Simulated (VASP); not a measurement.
# YLu2F3 (R-3m) in VASP: single point with PBE

Aim: the single point of YLu2F3 with PBE.

Everything below comes from runs of VASP 6.6.1. Logs are shortened: lines on timing, memory, paths and dates and some standing lists are left out, and cuts for length are marked.

## Step 1: The cell of the first run

It takes space group R-3m (No. 166, trigonal). The conventional cell has a = 5.718 Å, b = 5.718 Å, c = 14.055 Å, α = 90.00°, β = 90.00°, γ = 120.00°. Within 3.9 Å of Y (site symmetry -3m) lie 6 F at 2.87 Å and 8 Lu at 3.40 to 3.86 Å. Within 3.0 Å of Lu (site symmetry 3m) lie 3 F at 2.24 Å. F (site symmetry 2/m) has 2 Lu at 2.24 Å and 4 F at 2.86 Å and 2 Y at 2.87 Å within 3.0 Å.

The cell was generated, and may not be a known phase.

## Step 2: Single point, PBE

INCAR reads:

```
SYSTEM = YLu2F3
PREC = Accurate ; ENCUT = 1350
EDIFF = 1E-6 ; ISMEAR = 0
SIGMA = 0.1 ; LREAL = .False.
LASPH = .True. ; NELM = 120
ALGO = Normal ; ISIF = 2
LWAVE = .False. ; LCHARG = .False.
GGA = PE ; NBANDS = 50
GGA_COMPAT = .False.
```

KPOINTS reads:

```
regular mesh
0
Gamma
  6 6 6
  0 0 0
```

POSCAR reads:

```
YLu2F3
1.0
    2.8591264067      1.6507174023      4.6849487775
   -2.8591264067      1.6507174023      4.6849487775
    0.0000000000     -3.3014347993      4.6849487794
Y Lu F
1 2 3
Direct
    0.5000000000      0.5000000000      0.5000000000
    0.2252444593      0.2252444593      0.2252444593
    0.7747555407      0.7747555407      0.7747555407
    0.0000000000      0.5000000000      0.5000000000
    0.5000000000      0.5000000000      0.0000000000
    0.5000000000      0.0000000000      0.5000000000
```

Potentials or basis: VASP PAW PBE potentials, release 64 (Y_sv, Lu, F_h).

Launch:

```console
cat potpaw_PBE.64/Y_sv/POTCAR potpaw_PBE.64/Lu/POTCAR potpaw_PBE.64/F_h/POTCAR > POTCAR
mpirun -np 1 vasp_std > vasp.out
```

OUTCAR:

```text
SYSTEM = YLu2F3
   PREC = Accurate
   ENCUT = 1350
   EDIFF = 1E-6
   ISMEAR = 0
   LREAL = .False.
   LASPH = .True.
   NELM = 120
   ISIF = 2
   GGA = PE

 ion  position               nearest neighbor table
   1  0.500  0.500  0.500-   4 2.87   6 2.87   6 2.87   4 2.87   5 2.87   5 2.87   3 3.40   2 3.40
                             3 3.40   2 3.40   3 3.40   2 3.40   3 3.86   2 3.86
   2  0.225  0.225  0.225-   5 2.24   4 2.24   6 2.24   1 3.40   1 3.40   1 3.40   3 3.69   3 3.69
                             3 3.69   1 3.86
   3  0.775  0.775  0.775-   5 2.24   4 2.24   6 2.24   1 3.40   1 3.40   1 3.40   2 3.69   2 3.69
                             2 3.69   1 3.86
   4  0.000  0.500  0.500-   2 2.24   3 2.24   1 2.87   1 2.87
   5  0.500  0.500  0.000-   2 2.24   3 2.24   1 2.87   1 2.87
   6  0.500  0.000  0.500-   2 2.24   3 2.24   1 2.87   1 2.87

  LATTYP: Found a trigonal (rhomboedric) cell.
 ALAT       =     5.7313363886
 COS(alpha) =     0.5022802084

  Lattice vectors:

 A1 = (   2.8591264067,   1.6507174023,   4.6849487775)
 A2 = (  -2.8591264067,   1.6507174023,   4.6849487775)
 A3 = (   0.0000000000,  -3.3014347993,   4.6849487794)

Analysis of symmetry for initial positions (statically):
=====================================================================
 Subroutine PRICEL returns:
 Original cell was already a primitive cell.

 Routine SETGRP: Setting up the symmetry group for a
 trigonal (rhombohedral) supercell.

 Subroutine GETGRP returns: Found 12 space group operations
 (whereof 12 operations were pure point group operations)
 out of a pool of 12 trial point group operations.

The static configuration has the point symmetry D_3d.

Analysis of symmetry for dynamics (positions and initial velocities):
=====================================================================
 Subroutine PRICEL returns:
 Original cell was already a primitive cell.

 Routine SETGRP: Setting up the symmetry group for a
 trigonal (rhombohedral) supercell.

 Subroutine GETGRP returns: Found 12 space group operations
 (whereof 12 operations were pure point group operations)
 out of a pool of 12 trial point group operations.

The dynamic configuration has the point symmetry D_3d.

 Subroutine INISYM returns: Found 12 space group operations
 (whereof 12 operations are pure point group operations),
 and found     1 'primitive' translations

----------------------------------------------------------------------------------------

                                     Primitive cell

  volume of cell :     132.6668

  direct lattice vectors                    reciprocal lattice vectors
     2.859126407  1.650717402  4.684948777     0.174878592  0.100966202  0.071149835
    -2.859126407  1.650717402  4.684948777    -0.174878592  0.100966202  0.071149835
     0.000000000 -3.301434799  4.684948779     0.000000000 -0.201932404  0.071149835

  length of vectors
     5.731336389  5.731336389  5.731336389     0.214100432  0.214100432  0.214100432

  position of ions in fractional coordinates (direct lattice)
     0.500000000  0.500000000  0.500000000
     0.225244459  0.225244459  0.225244459
     0.774755541  0.774755541  0.774755541
     0.000000000  0.500000000  0.500000000
     0.500000000  0.500000000  0.000000000
     0.500000000  0.000000000  0.500000000

  ion indices of the primitive-cell ions
   primitive index   ion index
                 1           1
                 2           2
                 3           3
                 4           4
                 5           5
                 6           6

----------------------------------------------------------------------------------------

 KPOINTS: regular mesh

Automatic generation of k-mesh.
 Grid dimensions read from file:
 generate k-points for:    6    6    6

 Generating k-lattice:

  Cartesian coordinates                     Fractional coordinates (reciprocal lattice)
     0.029146432  0.016827700  0.011858306     0.166666667 -0.000000000  0.000000000
    -0.029146432  0.016827700  0.011858306    -0.000000000  0.166666667  0.000000000
     0.000000000 -0.033655401  0.011858306     0.000000000  0.000000000  0.166666667

  Length of vectors
     0.035683405  0.035683405  0.035683405

  Shift w.r.t. Gamma in fractional coordinates (k-lattice)
     0.000000000  0.000000000  0.000000000

 Subroutine IBZKPT returns following result:
 ===========================================

 Found     32 irreducible k-points:

 Following reciprocal coordinates:
            Coordinates               Weight
  0.000000  0.000000  0.000000      1.000000
  0.166667  0.000000  0.000000      6.000000
  0.333333  0.000000 -0.000000      6.000000
  0.500000  0.000000 -0.000000      3.000000
  0.166667  0.166667  0.000000      6.000000
  0.333333  0.166667 -0.000000     12.000000
[... 16 lines left out ...]
  0.500000  0.500000  0.166667      6.000000
 -0.333333  0.500000  0.166667     12.000000
 [... further k-points ...]
   k-points           NKPTS =     32   k-points in BZ     NKDIM =     32   number of bands    NBANDS=     50
   number of dos      NEDOS =    301   number of ions     NIONS =      6
   total plane-waves  NPLWV = 343000
   dimension x,y,z NGX =    70 NGY =   70 NGZ =   70
   dimension x,y,z NGXF=   140 NGYF=  140 NGZF=  140
   ions per type =               1   2   3
   NGX,Y,Z   is equivalent  to a cutoff of  20.30, 20.30, 20.30 a.u.
   NGXF,Y,Z  is equivalent  to a cutoff of  40.61, 40.61, 40.61 a.u.
 SYSTEM =  YLu2F3
   PREC   = accura    normal or accurate (medium, high low for compatibility)
   ISTART =      0    job   : 0-new  1-cont  2-samecut
   ICHARG =      2    charge: 1-file 2-atom 10-const
   ISPIN  =      1    spin polarized calculation?
   LNONCOLLINEAR =      F non collinear calculations
   LSORBIT =      F    spin-orbit coupling
   LASPH  =      T    aspherical Exc in radial PAW
   ENCUT  = 1350.0 eV  99.22 Ry    9.96 a.u.  17.17 17.17 17.17*2*pi/ulx,y,z
   NELM   =    120;   NELMIN=  2; NELMDL= -5     # of ELM steps
   EDIFF  = 0.1E-05   stopping-criterion for ELM
   LREAL  =      F    real-space projection
   EDIFFG = 0.1E-04   stopping-criterion for IOM
   NSW    =      0    number of steps for IOM
   IBRION =     -1    ionic relax: 0-MD 1-quasi-New 2-CG
   NFREE  =      0    steps in history (QN), initial steepest desc. (CG)
   ISIF   =      2    stress and relaxation
   ISYM   =      2    0-nonsym 1-usesym 2-fastsym
   POTIM  = 0.5000    time-step for ionic-motion
   TEBEG  =    0.0;   TEEND  =   0.0 temperature during run
   PSTRESS=    0.0 pullay stress
   NELECT =      82.0000    total number of electrons
   NUPDOWN=      -1.0000    fix difference up-down
   EMIN   =  10.00;   EMAX   =-10.00  energy-range for DOS
   EFERMI =   0.00;   METHOD = LEGACY
   ISMEAR =     0;   SIGMA  =   0.10  broadening in eV -4-tet -1-fermi 0-gaus
   EFERMI_NEDOS =   21; number of points for ismear=-14 and -15
   IALGO  =     38    algorithm
   IMIX   =      4    mixing-type and parameters
     AMIX     =   0.40;   BMIX     =  1.00
     AMIX_MAG =   1.60;   BMIX_MAG =  1.00
  volume/ion in A,a.u.               =      22.11       149.21
  Fermi-wavevector in a.u.,A,eV,Ry     =   1.394522  2.635265 26.459138  1.944692
  Thomas-Fermi vector in A             =   2.518063
   LORBIT       =      0    0 simple, 1 ext, 2 COOP (PROOUT), +10 PAW based schemes
   GGA     = PE    functional components
   LHFCALC =     F    Hartree Fock is set to
   AEXX    =    0.0000 exact exchange contribution
   IVDW    =     0    specifies the selected vdW correction
   LEPSILON=     F    determine dielectric tensor
   LRPA    =     F    only Hartree local field effects (RPA)
 non-spin polarized calculation
 Gauss-broadening in eV      SIGMA  =   0.10
  energy-cutoff  :     1350.00
  volume of cell :      132.67
 maximum number of plane-waves:     15011
 NGX is ok and might be reduce to    70
   NGX = 35   NGY = 35   NGZ = 35

 number of electron      82.0000002 magnetization

 Free energy of the ion-electron system (eV)
  ---------------------------------------------------
  ext. energy  EPLUGINS =         0.00000000
  ---------------------------------------------------
  free energy    TOTEN  =       -34.02634430 eV

  energy without entropy =      -34.01112261  energy(sigma->0) =      -34.01873345

 E-fermi :   2.7921     XC(G=0):  -9.3474

 val. band max:        2.7525691502   @ k =  -0.1667   0.1667   0.1667
 cond. band min:       2.8021835045   @ k =   0.3333   0.3333  -0.0000
 fundamental gap:      0.0496143544
 Fermi energy:         2.7920518661

 k-point     1 :       0.0000    0.0000    0.0000
  band No.  band energies     occupation
      1     -54.3198      2.00000
      2     -54.3134      2.00000
      3     -40.8403      2.00000
      4     -25.4955      2.00000
      5     -25.2793      2.00000
      6     -25.2793      2.00000
[... 42 lines left out ...]
     49       5.6772      0.00000
     50       6.0821      0.00000

 k-point     2 :       0.1667    0.0000    0.0000
  band No.  band energies     occupation
      1     -54.3194      2.00000
      2     -54.3138      2.00000
      3     -40.8403      2.00000
      4     -25.4800      2.00000
      5     -25.2842      2.00000
      6     -25.2672      2.00000
[... 42 lines left out ...]
     49       5.6596      0.00000
     50       6.0794      0.00000

 k-point     3 :       0.3333    0.0000   -0.0000
  band No.  band energies     occupation
      1     -54.3183      2.00000
      2     -54.3148      2.00000
      3     -40.8403      2.00000
      4     -25.4399      2.00000
      5     -25.3033      2.00000
      6     -25.2383      2.00000
[... 1102 lines left out ...]
     49       5.9581      0.00000
     50       6.1632      0.00000

 k-point    24 :      -0.3333    0.5000    0.1667
  band No.  band energies     occupation
      1     -54.3174      2.00000
      2     -54.3157      2.00000
      3     -40.8403      2.00000
      4     -25.4380      2.00000
      5     -25.3741      2.00000
      6     -25.2714      2.00000
[... 42 lines left out ...]
     49       5.8869      0.00000
     50       6.1031      0.00000

 [... further k-points ...]

------------------------ aborting loop because EDIFF is reached ----------------------------------------

  FORCE on cell =-STRESS in cart. coord.  units (eV):
  Direction    XX          YY          ZZ          XY          YZ          ZX
  --------------------------------------------------------------------------------------
  -------------------------------------------------------------------------------------
  Total        0.2808252      0.2808252      0.3807760      0.0000000      0.0000000      0.0000000
  in kB        3.3914429      3.3914429      4.5985186      0.0000000      0.0000000      0.0000000
  external PRESSURE =       3.7938014 kB  Pullay stress =       0.0000000 kB

 VOLUME and BASIS-vectors are now :
 -----------------------------------------------------------------------------
  energy-cutoff  :     1350.00
  volume of cell :      132.67
      direct lattice vectors                 reciprocal lattice vectors
     2.859126407  1.650717402  4.684948777     0.174878592  0.100966202  0.071149835
    -2.859126407  1.650717402  4.684948777    -0.174878592  0.100966202  0.071149835
     0.000000000 -3.301434799  4.684948779     0.000000000 -0.201932404  0.071149835

 POSITION                                       TOTAL-FORCE (eV/Angst)
 -----------------------------------------------------------------------------------
      0.00000      0.00000      7.02742        -0.000000     -0.000000      0.000000
      0.00000      0.00000      3.16578        -0.000000     -0.000000     -0.071811
      0.00000      0.00000     10.88907        -0.000000      0.000000      0.071811
     -1.42956     -0.82536      4.68495         0.000000     -0.000000     -0.000000
      0.00000      1.65072      4.68495         0.000000     -0.000000      0.000000
      1.42956     -0.82536      4.68495        -0.000000     -0.000000     -0.000000
 -----------------------------------------------------------------------------------
    total drift:                               -0.000000      0.000000     -0.000000

  FREE ENERGIE OF THE ION-ELECTRON SYSTEM (eV)
  ---------------------------------------------------
  free  energy   TOTEN  =       -34.0263442994 eV

  energy  without entropy=      -34.0111226094  energy(sigma->0) =      -34.01873345
```

It took 16 min on 1 thread of Intel Xeon 6975P-C (Granite Rapids), shared host; peak memory 1.3 GiB.

What came out:

- Free energy: -34.0263 eV
- Pressure: 0.4 GPa
- Largest force: 0.072 eV/Å
- Band gap on the k mesh: 0.05 eV (least direct gap 0.07 eV)

Forces in eV/Å, atoms in the order of the input:
```
Y    0.000  0.000  0.000
Lu   0.000  0.000 -0.072
Lu   0.000  0.000  0.072
F    0.000  0.000  0.000
F    0.000  0.000  0.000
F    0.000  0.000  0.000
```

Caveat: spin-orbit coupling is left out, which moves the levels of the heavy elements. A k mesh can miss the band edges.
